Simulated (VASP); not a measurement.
Input of a VASP 6.6.1 run:

INCAR

```
ALGO = Normal
EDIFF = 1E-7
ENCUT = 520
GGA = PE
ISIF = 2
ISMEAR = 0
ISPIN = 2
LASPH = T
LCHARG = F
LMAXMIX = 4
LORBIT = 11
LREAL = F
LWAVE = F
MAGMOM = -2.32 2.32 0.17 -0.17
NBANDS = 27
NELM = 150
PREC = Accurate
SIGMA = 0.01
```

KPOINTS

```
k-points
0
Gamma
  12 12 8
```

File POSCAR:

```
CoO
1.0
    3.1436309798      0.0000000000      0.0000000000
   -1.5718154899      2.7224642886      0.0000000000
    0.0000000000      0.0000000000      5.4471571029
Co O
2 2
Direct
    0.0000000111     -0.0000000111      0.0094221480
    0.3333333228      0.6666666772      0.5094221676
   -0.0000000016      0.0000000016      0.3655783353
    0.3333333343      0.6666666657      0.8655783490
```

Potentials or basis: VASP PAW PBE potentials, release 64 (Co, O).

Command:

```console
$ cat potpaw_PBE.64/Co/POTCAR potpaw_PBE.64/O/POTCAR > POTCAR
$ mpirun -np 1 vasp_std > vasp.out
```

(1) Predict the site moments.

(2) Predict the largest force.

Answers

(1) Co -2.29, +2.29; O +0.17, -0.17 μB.

(2) 0.055 eV/Å.

Caveat: the cell differs from its parent crystal (uniaxial strain along c: +3.0 %).
